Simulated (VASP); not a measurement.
CuI:

```
Cu I
1.0
     0.00000    3.03900    3.03900
     3.03900    0.00000    3.03900
     3.03900    3.03900    0.00000
Cu I
1 1
Direct
  0.25000 0.25000 0.25000
  0.00000 0.00000 0.00000
```

* Program: VASP 6.6.1
* Task: relaxation of cell and atoms
* Functional: PBE
* Dispersion: D3(BJ)
* Potentials or basis: VASP PAW PBE potentials, release 64 (Cu, I)
* Cutoff: 600 eV
* k mesh: 8 × 8 × 8
* Occupations: gaussian, width 0.02 eV
* Spin: no spin polarisation

At the start: pressure -2.1 GPa; volume 28.07 Å³/atom.

Q: Where does the relaxation end?

A: Over 3 steps the energy falls by 10.1 meV/atom and the volume is 26.65 Å³/atom (-5.1 %); space group F-43m (No. 216, to 0.05 Å).

Step by step:
| step | energy change (eV) | largest force (eV/Å) | pressure (GPa) | volume (Å³) |
| --- | --- | --- | --- | --- |
| 1 | 0.0000 | 0.0000 | -2.15 | 56.13 |
| 2 | -0.0202 | 0.0000 | 0.15 | 53.13 |
| 3 | -0.0203 | 0.0000 | -0.03 | 53.29 |

Final structure:
```yaml
crystal:
  lattice:
    - [0.00000, 2.98687, 2.98687]
    - [2.98687, 0.00000, 2.98687]
    - [2.98687, 2.98687, 0.00000]
  atoms:
    - { symbol: Cu, position: [0.25000, 0.25000, 0.25000] }
    - { symbol: I, position: [0.00000, 0.00000, 0.00000] }
```
